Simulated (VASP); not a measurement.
Input of a VASP 6.6.1 run:

The input INCAR:

```
SYSTEM = Mg2Cl
PREC = Accurate ; ENCUT = 520
EDIFF = 1E-7 ; ISMEAR = 0
SIGMA = 0.1 ; LREAL = .False.
LASPH = .True. ; NELM = 60
ALGO = Normal ; ISIF = 2
LWAVE = .False. ; LCHARG = .False.
GGA = PE ; NBANDS = 12
```

File KPOINTS:

```
Automatic mesh
0
Gamma
  8 8 8
  0 0 0
```

File POSCAR:

```
Mg2Cl
1.0
   -1.7101305675      1.7101305675      6.0914135717
    1.7101305675     -1.7101305675      6.0914135717
    1.7101305675      1.7101305675     -6.0914135717
Mg Cl
2 1
Direct
    0.3650000000      0.3650000000      0.0000000000
    0.6350000000      0.6350000000      0.0000000000
    0.0000000000      0.0000000000      0.0000000000
```

Potentials or basis: VASP PAW PBE potentials, release 64 (Mg, Cl).

Command:

```bash
$ cat potpaw_PBE.64/Mg/POTCAR potpaw_PBE.64/Cl/POTCAR > POTCAR
$ mpirun -np 1 vasp_std > vasp.out
```

(1) What does it give for the band gap on the k mesh?

(2) Predict the pressure.

(3) Predict the largest force.

## Answers

(1) zero (an odd number of electrons rules out a gap without spin polarisation).

(2) -0.2 GPa.

(3) 1.205 eV/Å.

Caveat: forces of over 1 eV/Å act on the atoms, so gaps and moduli don't describe the material at rest.
